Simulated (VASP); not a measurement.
ZnF2:

```xyz
6
Lattice="4.7048 0.0000 0.0000 0.0000 4.7048 0.0000 0.0000 0.0000 3.1338" Properties=species:S:1:pos:R:3 pbc="T T T"
Zn    0.0000    0.0000    0.0000
Zn    2.3524    2.3524    1.5669
F     1.4227    1.4227    0.0000
F     0.9297    3.7751    1.5669
F     3.2821    3.2821    0.0000
F     3.7751    0.9297    1.5669
```

```yaml
Program: VASP 6.6.1
Task: relaxation of cell and atoms
Functional: LDA
Potentials_or_basis: VASP PAW LDA potentials, release 64 (Zn, F)
Cutoff: 600 eV
k_mesh: 6 × 6 × 8
Occupations: fermi-dirac, width 0.08 eV
Spin: no spin polarisation
```

At the start: pressure -5.2 GPa; volume 11.56 Å³/atom.

**Question.** How do energy, volume and symmetry change on relaxing?

**Answer.** Over 12 steps the energy falls by 8.3 meV/atom and the volume is 11.08 Å³/atom (-4.2 %); space group P4_2/mnm (No. 136, to 0.1 Å) before and after.

Step by step:
```tsv
step	energy change (eV)	largest force (eV/Å)	pressure (GPa)	volume (Å³)
1	0.0000	0.1032	-5.23	69.37
2	-0.0445	0.0281	1.85	65.65
3	-0.0496	0.0074	-0.02	66.51
4	-0.0496	0.0051	0.10	66.45
5	-0.0498	0.0046	0.11	66.44
6	-0.0500	0.0026	0.13	66.40
7	-0.0500	0.0043	-0.11	66.53
8	-0.0500	0.0037	-0.01	66.47
9	-0.0500	0.0036	0.02	66.46
10	-0.0500	0.0036	-0.01	66.47
11	-0.0500	0.0036	0.01	66.47
12	-0.0500	0.0013	0.01	66.47
```

Final structure:
```
Zn F
1.0
     4.63244    0.00000    0.00000
     0.00000    4.63244    0.00000
     0.00000    0.00000    3.09735
Zn F
2 4
Direct
  0.00000 0.00000 0.00000
  0.50000 0.50000 0.50000
  0.30322 0.30322 0.00000
  0.19678 0.80322 0.50000
  0.69678 0.69678 0.00000
  0.80322 0.19678 0.50000
```
